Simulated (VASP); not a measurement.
# Ag (I4/mmm) in VASP: a series of runs, part 2 of 2

VASP 6.6.1. The steps go on from the part before.

### 7 Single point, PBE (strain -0.080 along x and y, +0.040 along z)

Input file INCAR:

```
ALGO     = Normal         # electronic algorithm
EDIFF    = 1E-6           # SCF threshold, eV
ENCUT    = 520            # plane-wave cutoff, eV
GGA      = PE             # functional
ISIF     = 2              # what is computed and relaxed
ISMEAR   = 0              # smearing method
LASPH    = True           # aspherical terms in the spheres
LCHARG   = False          # write CHGCAR
LREAL    = False          # projectors in reciprocal space
LWAVE    = False          # write WAVECAR
NBANDS   = 12             # bands
NELM     = 60             # most SCF steps
PREC     = Accurate       # precision mode
SIGMA    = 0.15           # smearing width, eV
```

Input file KPOINTS:

```
k-points
0
Gamma
  20 20 20
```

Input file POSCAR:

```
Ag
1.0
    0.0000000000      1.8796520000      2.1248240000
    1.8796520000      0.0000000000      2.1248240000
    1.8796520000      1.8796520000      0.0000000000
Ag
1
Direct
    0.0000000000      0.0000000000      0.0000000000
```

Potentials or basis: VASP PAW PBE potentials, release 64 (Ag).

Launch:

```bash
$ cat potpaw_PBE.64/Ag/POTCAR > POTCAR
$ mpirun -np 1 vasp_std > vasp.out
```

OUTCAR:

```text
EDIFF = 1E-6
   ENCUT = 520
   GGA = PE
   ISIF = 2
   ISMEAR = 0
   LASPH = True
   LREAL = False
   NELM = 60
   PREC = Accurate

 ion  position               nearest neighbor table
   1  0.000  0.000  0.000-

  LATTYP: Found a body centered tetragonal cell.
 ALAT       =     2.6582293509
 C/A-ratio  =     1.5986762009

  Lattice vectors:

 A1 = (  -1.8796520000,   0.0000000000,   2.1248240000)
 A2 = (   1.8796520000,   0.0000000000,   2.1248240000)
 A3 = (   0.0000000000,   1.8796520000,  -2.1248240000)

[... 529 lines left out ...]
      3       5.5432      2.00000
      4       6.6097      2.00000
      5       6.8009      2.00000
      6       7.9962      2.00000
      7      17.8725      0.00000
      8      25.3010      0.00000
      9      29.5120      0.00000
     10      32.4092      0.00000
     11      33.5511      0.00000
     12      36.3305      0.00000

 [... further k-points ...]
[... 5 lines left out ...]
  --------------------------------------------------------------------------------------
  -------------------------------------------------------------------------------------
  Total        2.8155167      2.8155167      1.7952202      0.0000000      0.0000000      0.0000000
  in kB      300.4421298    300.4421298    191.5668845      0.0000000      0.0000000      0.0000000
  external PRESSURE =     264.1503814 kB  Pullay stress =       0.0000000 kB

 VOLUME and BASIS-vectors are now :
 -----------------------------------------------------------------------------
  energy-cutoff  :      520.00
  volume of cell :       15.01
      direct lattice vectors                 reciprocal lattice vectors
     0.000000000  1.879652000  2.124824000    -0.266006686  0.266006686  0.235313607
     1.879652000  0.000000000  2.124824000     0.266006686 -0.266006686  0.235313607
     1.879652000  1.879652000  0.000000000     0.266006686  0.266006686 -0.235313607

 POSITION                                       TOTAL-FORCE (eV/Angst)
 -----------------------------------------------------------------------------------
      0.00000      0.00000      0.00000         0.000000      0.000000      0.000000
 -----------------------------------------------------------------------------------
    total drift:                                0.000000      0.000000     -0.000000

  FREE ENERGIE OF THE ION-ELECTRON SYSTEM (eV)
  ---------------------------------------------------
  free  energy   TOTEN  =        -2.4973225348 eV

  energy  without entropy=       -2.4946870935  energy(sigma->0) =       -2.49600481
```

OSZICAR:

```text
N       E                     dE             d eps       ncg     rms          rms(c)
DAV:   1     0.529912695904E+02    0.52991E+02   -0.55793E+03 15532   0.847E+02
DAV:   2    -0.194676003409E+01   -0.54938E+02   -0.52200E+02 18036   0.201E+02
DAV:   3    -0.278321086919E+01   -0.83645E+00   -0.83584E+00 18040   0.257E+01
DAV:   4    -0.278561328621E+01   -0.24024E-02   -0.24023E-02 17832   0.145E+00
DAV:   5    -0.278562992334E+01   -0.16637E-04   -0.16637E-04 18280   0.107E-01    0.755E+00
DAV:   6    -0.251779782994E+01    0.26783E+00   -0.89099E-01 17588   0.876E+00    0.460E+00
DAV:   7    -0.250159533827E+01    0.16202E-01   -0.23389E-02 17892   0.143E+00    0.235E+00
DAV:   8    -0.249731090235E+01    0.42844E-02   -0.88108E-04 17572   0.240E-01    0.135E-01
DAV:   9    -0.249731766271E+01   -0.67604E-05   -0.69713E-06 17776   0.227E-02    0.237E-02
DAV:  10    -0.249732302538E+01   -0.53627E-05   -0.32817E-06 17828   0.156E-02    0.834E-03
DAV:  11    -0.249732253482E+01    0.49056E-06   -0.86924E-08  9436   0.252E-03
   1 F= -.24973225E+01 E0= -.24960048E+01  d E =-.263544E-02
```

stdout:

```text
POSCAR found type information on POSCAR Ag
 POSCAR found :  1 types and       1 ions
 scaLAPACK will be used
 LDA part: xc-table for (Slater+PW92), standard interpolation
 POSCAR, INCAR and KPOINTS ok, starting setup
 FFT: planning ... GRIDC
 FFT: planning ... GRID_SOFT
 FFT: planning ... GRID
 WAVECAR not read
 entering main loop
```

Run time: 54 s. Hardware: 1 thread of Intel Xeon Platinum 8375C at 2.90GHz (Ice Lake), shared host; peak memory 0.22 GiB.

What came out:

```
Free energy : -2.4973 eV
Pressure    : 26.4 GPa
```

Stress tensor (GPa, compression positive):
```
30.04  0.00  0.00
 0.00 30.04  0.00
 0.00  0.00 19.16
```

Levels at points of the mesh, in eV from the Fermi level:
```
           k point  band 4  band 5  band 6  band 7  band 8  band 9
(0.00, 0.00, 0.00)   -5.04   -4.71   -3.65   16.39   18.95   21.27
(0.50, 0.00, 0.00)   -3.31   -2.97   -0.81    4.37   14.58   18.72
(0.50, 0.50, 0.00)   -2.94   -2.94   -0.02    5.63   12.85   12.85
(0.50, 0.00, 0.50)   -3.26   -2.46    2.23    8.84   10.42   10.77
```

Caveat: the cell differs from its parent crystal (strain -0.080 along x and y, +0.040 along z).

### 8 The runs side by side

```tsv
cell	gap on the mesh (eV)	pressure (GPa)
a = 2.837, b = 2.837, c = 3.005 Å, angles 58.0, 58.0, 64.0°, 1 atom	none	5.4
a = 2.892, b = 2.892, c = 3.005 Å, angles 58.7, 58.7, 62.6°, 1 atom	none	0.7
a = 2.899, b = 2.899, c = 3.121 Å, angles 57.4, 57.4, 65.1°, 1 atom	none	-1.8
a = 2.952, b = 2.952, c = 3.121 Å, angles 58.1, 58.1, 63.8°, 1 atom	none	-4.9
a = 3.007, b = 3.007, c = 3.121 Å, angles 58.7, 58.7, 62.5°, 1 atom	none	-7.2
a = 2.837, b = 2.837, c = 2.658 Å, angles 62.1, 62.1, 55.9°, 1 atom	none	26.4
```

Alike in all rows: task single point; level PBE; potentials or basis VASP PAW PBE potentials, release 64 (Ag); no spin polarisation; k mesh 20 × 20 × 20; cutoff (eV) 520; smearing gaussian 0.15 eV.

Total energies depend on the potentials used, so only differences within one code and one set of settings carry meaning.
